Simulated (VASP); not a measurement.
# C (Fmmm) in VASP: a series of runs

C is run at these levels: LDA; tasks: single point.

All numbers are computed with VASP 6.6.1; they aren't measurements. Logs are shortened: lines on timing, memory, paths and dates and some standing lists are left out, and cuts for length are marked.

**1. The cell of the first run**

The structure is orthorhombic, space group Fmmm (No. 69). The conventional cell has a = 2.299 Å, b = 4.233 Å, c = 6.719 Å, α = 90.00°, β = 90.00°, γ = 90.00°. Within 1.8 Å of C (site symmetry m2m) lie 3 C at 1.35 to 1.41 Å.

**2. Single point, LDA (strain -0.0600 x Voigt [1, 0, 0, 0, 0, 0])**

Contents of INCAR:

```
ALGO = Normal
EDIFF = 1E-7
ENCUT = 520
GGA = CA
ISIF = 2
ISMEAR = 0
LASPH = T
LCHARG = F
LREAL = F
LWAVE = F
NBANDS = 11
NELM = 100
PREC = Accurate
SIGMA = 0.03
```

Contents of KPOINTS:

```
k-points
0
Gamma
  16 16 16
```

Contents of POSCAR:

```
C
1.0
    0.0000000000      2.1166507492      3.3597492418
    1.1494175876      0.0000000000      3.3597492418
    1.1494175876      2.1166507492      0.0000000000
C
2
Direct
    0.1667065656      0.8332934344      0.1667065656
    0.8332934344      0.1667065656      0.8332934344
```

Potentials or basis: VASP PAW LDA potentials, release 64 (C).

On the command line:

```console
> cat potpaw_LDA.64/C/POTCAR > POTCAR
> mpirun -np 1 vasp_std > vasp.out
```

OUTCAR:

```text
EDIFF = 1E-7
   ENCUT = 520
   GGA = CA
   ISIF = 2
   ISMEAR = 0
   LASPH = T
   LREAL = F
   NELM = 100
   PREC = Accurate

 ion  position               nearest neighbor table
   1  0.167  0.833  0.167-   2 1.35   2 1.35   2 1.41
   2  0.833  0.167  0.833-   1 1.35   1 1.35   1 1.41

  LATTYP: Found a face centered orthorhombic cell.
 ALAT       =     2.2988351752
 B/A-ratio  =     1.8414984876
 C/A-ratio  =     2.9230014209

  Lattice vectors:

 A1 = (   0.0000000000,   2.1166507492,   3.3597492418)
 A2 = (   1.1494175876,   0.0000000000,   3.3597492418)
 A3 = (   1.1494175876,   2.1166507492,   0.0000000000)

Analysis of symmetry for initial positions (statically):
=====================================================================
 Subroutine PRICEL returns:
 Original cell was already a primitive cell.

 Routine SETGRP: Setting up the symmetry group for a
 face centered orthorhombic supercell.

 Subroutine GETGRP returns: Found  8 space group operations
 (whereof  8 operations were pure point group operations)
 out of a pool of  8 trial point group operations.

The static configuration has the point symmetry D_2h.

Analysis of symmetry for dynamics (positions and initial velocities):
=====================================================================
 Subroutine PRICEL returns:
 Original cell was already a primitive cell.

 Routine SETGRP: Setting up the symmetry group for a
 face centered orthorhombic supercell.

 Subroutine GETGRP returns: Found  8 space group operations
 (whereof  8 operations were pure point group operations)
 out of a pool of  8 trial point group operations.

The dynamic configuration has the point symmetry D_2h.

 Subroutine INISYM returns: Found  8 space group operations
 (whereof  8 operations are pure point group operations),
 and found     1 'primitive' translations

----------------------------------------------------------------------------------------

                                     Primitive cell

  volume of cell :      16.3480

  direct lattice vectors                    reciprocal lattice vectors
     0.000000000  2.116650749  3.359749242    -0.435002914  0.236222249  0.148820630
     1.149417588  0.000000000  3.359749242     0.435002914 -0.236222249  0.148820630
     1.149417588  2.116650749  0.000000000     0.435002914  0.236222249 -0.148820630

  length of vectors
     3.970909891  3.550926042  2.408603576     0.516890768  0.516890768  0.516890768

  position of ions in fractional coordinates (direct lattice)
     0.166706566  0.833293434  0.166706566
     0.833293434  0.166706566  0.833293434

  ion indices of the primitive-cell ions
   primitive index   ion index
                 1           1
                 2           2

----------------------------------------------------------------------------------------

 KPOINTS: k-points

Automatic generation of k-mesh.
 Grid dimensions read from file:
 generate k-points for:   16   16   16

 Generating k-lattice:

  Cartesian coordinates                     Fractional coordinates (reciprocal lattice)
    -0.027187682  0.014763891  0.009301289     0.062500000  0.000000000  0.000000000
     0.027187682 -0.014763891  0.009301289     0.000000000  0.062500000  0.000000000
     0.027187682  0.014763891 -0.009301289     0.000000000  0.000000000  0.062500000

  Length of vectors
     0.032305673  0.032305673  0.032305673

  Shift w.r.t. Gamma in fractional coordinates (k-lattice)
     0.000000000  0.000000000  0.000000000

 Subroutine IBZKPT returns following result:
 ===========================================

 Found    621 irreducible k-points:

 Following reciprocal coordinates:
            Coordinates               Weight
  0.000000  0.000000  0.000000      1.000000
  0.062500  0.000000 -0.000000      8.000000
  0.125000  0.000000 -0.000000      8.000000
  0.187500  0.000000 -0.000000      8.000000
  0.250000  0.000000 -0.000000      8.000000
  0.312500 -0.000000 -0.000000      8.000000
[... 16 lines left out ...]
 -0.125000  0.062500  0.000000      8.000000
 -0.062500  0.062500  0.000000      4.000000
 [... further k-points ...]
   k-points           NKPTS =    621   k-points in BZ     NKDIM =    621   number of bands    NBANDS=     11
   number of dos      NEDOS =    301   number of ions     NIONS =      2
   total plane-waves  NPLWV =  15120
   dimension x,y,z NGX =    30 NGY =   28 NGZ =   18
   dimension x,y,z NGXF=    60 NGYF=   56 NGZF=   36
   ions per type =               2
   NGX,Y,Z   is equivalent  to a cutoff of  12.56, 13.11, 12.42 a.u.
   NGXF,Y,Z  is equivalent  to a cutoff of  25.12, 26.22, 24.85 a.u.
 SYSTEM =  unknown system
   PREC   = accura    normal or accurate (medium, high low for compatibility)
   ISTART =      0    job   : 0-new  1-cont  2-samecut
   ICHARG =      2    charge: 1-file 2-atom 10-const
   ISPIN  =      1    spin polarized calculation?
   LNONCOLLINEAR =      F non collinear calculations
   LSORBIT =      F    spin-orbit coupling
   LASPH  =      T    aspherical Exc in radial PAW
   ENCUT  =  520.0 eV  38.22 Ry    6.18 a.u.   7.38  6.60  4.48*2*pi/ulx,y,z
   NELM   =    100;   NELMIN=  2; NELMDL= -5     # of ELM steps
   EDIFF  = 0.1E-06   stopping-criterion for ELM
   LREAL  =      F    real-space projection
   EDIFFG = 0.1E-05   stopping-criterion for IOM
   NSW    =      0    number of steps for IOM
   IBRION =     -1    ionic relax: 0-MD 1-quasi-New 2-CG
   NFREE  =      0    steps in history (QN), initial steepest desc. (CG)
   ISIF   =      2    stress and relaxation
   ISYM   =      2    0-nonsym 1-usesym 2-fastsym
   POTIM  = 0.5000    time-step for ionic-motion
   TEBEG  =    0.0;   TEEND  =   0.0 temperature during run
   PSTRESS=    0.0 pullay stress
   NELECT =       8.0000    total number of electrons
   NUPDOWN=      -1.0000    fix difference up-down
   EMIN   =  10.00;   EMAX   =-10.00  energy-range for DOS
   EFERMI =   0.00;   METHOD = LEGACY
   ISMEAR =     0;   SIGMA  =   0.03  broadening in eV -4-tet -1-fermi 0-gaus
   EFERMI_NEDOS =   21; number of points for ismear=-14 and -15
   IALGO  =     38    algorithm
   IMIX   =      4    mixing-type and parameters
     AMIX     =   0.40;   BMIX     =  1.00
     AMIX_MAG =   1.60;   BMIX_MAG =  1.00
  volume/ion in A,a.u.               =       8.17        55.16
  Fermi-wavevector in a.u.,A,eV,Ry     =   1.290081  2.437899 22.644286  1.664308
  Thomas-Fermi vector in A             =   2.421934
   LORBIT       =      0    0 simple, 1 ext, 2 COOP (PROOUT), +10 PAW based schemes
   GGA     = CA    functional components
   LHFCALC =     F    Hartree Fock is set to
   AEXX    =    0.0000 exact exchange contribution
   IVDW    =     0    specifies the selected vdW correction
   LEPSILON=     F    determine dielectric tensor
   LRPA    =     F    only Hartree local field effects (RPA)
 non-spin polarized calculation
 Gauss-broadening in eV      SIGMA  =   0.03
  energy-cutoff  :      520.00
  volume of cell :       16.35
 maximum number of plane-waves:       461
 NGX is ok and might be reduce to    30
   NGX = 15   NGY = 13   NGZ =  9

 number of electron       8.0000000 magnetization

 Free energy of the ion-electron system (eV)
  ---------------------------------------------------
  ext. energy  EPLUGINS =         0.00000000
  ---------------------------------------------------
  free energy    TOTEN  =       -19.96354088 eV

  energy without entropy =      -19.96353889  energy(sigma->0) =      -19.96353989

 E-fermi :   5.2077     XC(G=0): -10.9814

 val. band max:        5.1557949306   @ k =  -0.1875   0.1250   0.3125
 cond. band min:       5.2581883082   @ k =  -0.1250   0.1875   0.3125
 fundamental gap:      0.1023933776
 Fermi energy:         5.2076643330

 k-point     1 :       0.0000    0.0000    0.0000
  band No.  band energies     occupation
      1     -15.1103      2.00000
      2      -2.1426      2.00000
      3       2.1140      2.00000
      4       2.5779      2.00000
      5       8.6667      0.00000
      6      13.3262      0.00000
      7      15.2470      0.00000
      8      18.0709      0.00000
      9      21.3060      0.00000
     10      29.2171      0.00000
     11      30.9451      0.00000

 k-point     2 :       0.0625    0.0000   -0.0000
  band No.  band energies     occupation
      1     -15.0053      2.00000
      2      -2.0443      2.00000
      3       1.8747      2.00000
      4       2.2143      2.00000
      5       8.8406      0.00000
      6      13.6751      0.00000
      7      15.3128      0.00000
      8      17.6917      0.00000
      9      21.4916      0.00000
     10      29.6069      0.00000
     11      30.5008      0.00000

 k-point     3 :       0.1250    0.0000   -0.0000
  band No.  band energies     occupation
      1     -14.6917      2.00000
      2      -1.7482      2.00000
      3       1.1059      2.00000
      4       1.3786      2.00000
      5       9.3601      0.00000
      6      14.2113      0.00000
      7      15.8806      0.00000
      8      16.6325      0.00000
      9      22.0466      0.00000
     10      28.8588      0.00000
     11      30.6080      0.00000

 k-point     4 :       0.1875    0.0000   -0.0000
  band No.  band energies     occupation
      1     -14.1718      2.00000
      2      -1.2527      2.00000
      3      -0.2967      2.00000
      4       0.5871      2.00000
      5      10.2133      0.00000
      6      14.2077      0.00000
      7      15.0748      0.00000
      8      17.4381      0.00000
      9      22.9143      0.00000
     10      26.7936      0.00000
     11      30.7622      0.00000
[... 239 lines left out ...]
 k-point    22 :      -0.1875    0.0625    0.0000
  band No.  band energies     occupation
      1     -13.4784      2.00000
      2      -1.9503      2.00000
      3      -0.3245      2.00000
      4      -0.1754      2.00000
      5      10.8615      0.00000
      6      13.1477      0.00000
      7      13.9713      0.00000
      8      19.5014      0.00000
      9      24.0352      0.00000
     10      24.9047      0.00000
     11      29.6581      0.00000

 k-point    23 :      -0.1250    0.0625    0.0000
  band No.  band energies     occupation
      1     -14.1918      2.00000
      2      -1.0816      2.00000
      3      -0.2925      2.00000
      4       0.5860      2.00000
      5       9.8498      0.00000
      6      14.2066      0.00000
      7      15.0442      0.00000
      8      17.4390      0.00000
      9      22.9660      0.00000
     10      26.7442      0.00000
     11      30.9334      0.00000

 k-point    24 :      -0.0625    0.0625    0.0000
  band No.  band energies     occupation
      1     -14.7022      2.00000
      2      -1.6575      2.00000
      3       1.1067      2.00000
      4       1.3786      2.00000
      5       9.1708      0.00000
      6      14.2092      0.00000
      7      15.8827      0.00000
      8      16.6246      0.00000
      9      22.0597      0.00000
     10      28.9053      0.00000
     11      30.6469      0.00000

 [... further k-points ...]
[... 5 lines left out ...]
  --------------------------------------------------------------------------------------
  -------------------------------------------------------------------------------------
  Total        8.3659226      1.5481605     -0.0210261     -0.0000000      0.0000000      0.0000000
  in kB      819.8993155    151.7269288     -2.0606551     -0.0000000      0.0000000      0.0000000
  external PRESSURE =     323.1885297 kB  Pullay stress =       0.0000000 kB

 VOLUME and BASIS-vectors are now :
 -----------------------------------------------------------------------------
  energy-cutoff  :      520.00
  volume of cell :       16.35
      direct lattice vectors                 reciprocal lattice vectors
     0.000000000  2.116650749  3.359749242    -0.435002914  0.236222249  0.148820630
     1.149417588  0.000000000  3.359749242     0.435002914 -0.236222249  0.148820630
     1.149417588  2.116650749  0.000000000     0.435002914  0.236222249 -0.148820630

 POSITION                                       TOTAL-FORCE (eV/Angst)
 -----------------------------------------------------------------------------------
      1.14942      0.70572      3.35975         0.000000     -1.227436      0.000000
      1.14942      3.52758      3.35975         0.000000      1.227436      0.000000
 -----------------------------------------------------------------------------------
    total drift:                                0.000000      0.000000     -0.000000

  FREE ENERGIE OF THE ION-ELECTRON SYSTEM (eV)
  ---------------------------------------------------
  free  energy   TOTEN  =       -19.9635408828 eV

  energy  without entropy=      -19.9635388949  energy(sigma->0) =      -19.96353989
```

Run time: 75 s. Hardware: 1 thread of Intel Xeon 6975P-C, shared host; peak memory 0.2 GiB.

What came out:

```
Free energy            : -19.9635 eV
Pressure               : 32.3 GPa
Largest force          : 1.227 eV/Å
Band gap on the k mesh : 0.10 eV, indirect (least direct gap 0.11 eV)
```

Forces in eV/Å, atoms in the order of the input:
```
C    0.000 -1.227  0.000
C    0.000  1.227  0.000
```

Levels at points of the mesh, in eV from the valence-band top:
| k point | band 1 | band 2 | band 3 | band 4 | band 5 | band 6 | band 7 | band 8 |
| --- | --- | --- | --- | --- | --- | --- | --- | --- |
| (0.00, 0.00, 0.00) | -20.27 | -7.30 | -3.04 | -2.58 | 3.51 | 8.17 | 10.09 | 12.92 |
| (0.50, 0.00, 0.00) | -13.93 | -13.82 | -6.90 | -2.17 | 1.75 | 8.05 | 12.77 | 13.72 |
| (0.50, 0.50, 0.00) | -19.97 | -9.26 | -3.02 | -2.60 | 8.26 | 9.77 | 10.00 | 12.93 |
| (0.50, 0.00, 0.50) | -15.05 | -13.78 | -5.77 | -2.31 | 2.81 | 10.50 | 10.57 | 11.08 |
| (0.00, 0.50, 0.50) | -14.84 | -13.60 | -5.82 | -3.71 | 0.89 | 10.24 | 14.63 | 16.79 |

Caveat: the cell differs from its parent crystal (strain -0.0600 x Voigt [1, 0, 0, 0, 0, 0]); forces of over 1 eV/Å act on the atoms, so gaps and moduli don't describe the material at rest.

**3. Single point, LDA (strain -0.0450 x Voigt [1, 0, 0, 0, 0, 0])**

Contents of INCAR:

```
ALGO     = Normal         # electronic algorithm
EDIFF    = 1E-6           # SCF threshold, eV
ENCUT    = 520            # plane-wave cutoff, eV
GGA      = CA             # functional
ISIF     = 2              # what is computed and relaxed
ISMEAR   = 0              # smearing method
LASPH    = T              # aspherical terms in the spheres
LCHARG   = T              # write CHGCAR
LELF     = T              # ELF
LREAL    = F              # projectors in reciprocal space
LVHAR    = T            
LWAVE    = F              # write WAVECAR
NBANDS   = 11             # bands
NELM     = 60             # most SCF steps
PREC     = Accurate       # precision mode
SIGMA    = 0.03           # smearing width, eV
```

KPOINTS is that of step 2.

Contents of POSCAR:

```
C
1.0
    0.0000000000      2.1166507492      3.3597492418
    1.1677593577      0.0000000000      3.3597492418
    1.1677593577      2.1166507492      0.0000000000
C
2
Direct
    0.1667065656      0.8332934344      0.1667065656
    0.8332934344      0.1667065656      0.8332934344
```

Potentials or basis: VASP PAW LDA potentials, release 64 (C).

On the command line:

```console
> cat potpaw_LDA.64/C/POTCAR > POTCAR
> mpirun -np 1 vasp_std > vasp.out
```

Run time: 74 s. Hardware: 1 thread of Intel Xeon 6975P-C, shared host; peak memory 0.2 GiB.

It converged, with:

```yaml
Free_energy: -20.0783 eV
Pressure: 23.3 GPa
Largest_force: 0.842 eV/Å
Band_gap_on_the_k_mesh: 0.06 eV, direct
```

Forces in eV/Å, atoms in the order of the input:
```
C    0.000 -0.842  0.000
C    0.000  0.842  0.000
```

Stress tensor (GPa, compression positive):
```
59.07  0.00  0.00
 0.00 10.99  0.00
 0.00  0.00 -0.09
```

Levels at points of the mesh, in eV from the valence-band top:
```
           k point  band 1  band 2  band 3  band 4  band 5  band 6  band 7  band 8
(0.00, 0.00, 0.00)  -20.08   -7.12   -2.99   -2.68    3.60    8.30    9.69   12.60
(0.50, 0.00, 0.00)  -13.95  -13.66   -6.76   -2.21    1.73    7.99   12.66   13.63
(0.50, 0.50, 0.00)  -19.77   -9.10   -2.97   -2.71    8.38    9.60    9.86   12.65
(0.50, 0.00, 0.50)  -14.81  -13.64   -5.94   -2.11    2.77    9.91   10.69   11.02
(0.00, 0.50, 0.50)  -14.59  -13.46   -5.98   -3.52    0.91    9.53   14.37   16.88
```

Caveat: the cell differs from its parent crystal (strain -0.0450 x Voigt [1, 0, 0, 0, 0, 0]). A k mesh can miss the band edges.

(Continued in part 2 of 2.)
